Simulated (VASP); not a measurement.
A run of VASP 6.6.1:

The input INCAR:

```
SYSTEM = BAs
PREC = Accurate
ENCUT = 500
EDIFF = 1E-6
ISMEAR = 1
SIGMA = 0.02
LREAL = .False.
LASPH = .True.
NELM = 120
ALGO = Normal
ISIF = 2
LWAVE = .False.
LCHARG = .False.
GGA = PE
NBANDS = 11
GGA_COMPAT = .False.
```

File KPOINTS:

```
regular mesh
0
Gamma
  10 10 10
  0 0 0
```

POSCAR

```
BAs
1.0
    0.0000000000      2.4046537045      2.4046537045
    2.4046537045      0.0000000000      2.4046537045
    2.4046537045      2.4046537045      0.0000000000
B As
1 1
Direct
    0.2500000000      0.2500000000      0.2500000000
    0.0000000000      0.0000000000      0.0000000000
```

Potentials or basis: VASP PAW PBE potentials, release 64 (B, As).

Run with:

```bash
$ cat potpaw_PBE.64/B/POTCAR potpaw_PBE.64/As/POTCAR > POTCAR
$ mpirun -np 1 vasp_std > vasp.out
```

Hardware: 1 thread of Intel Xeon 6975P-C (shared host).

Question: How long does it take, and how much memory?

Answer: Wall time 12 s on 1 thread of Intel Xeon 6975P-C, with other jobs on the host, peak memory 0.16 GiB. Counts: scf iterations 12, k points 47.
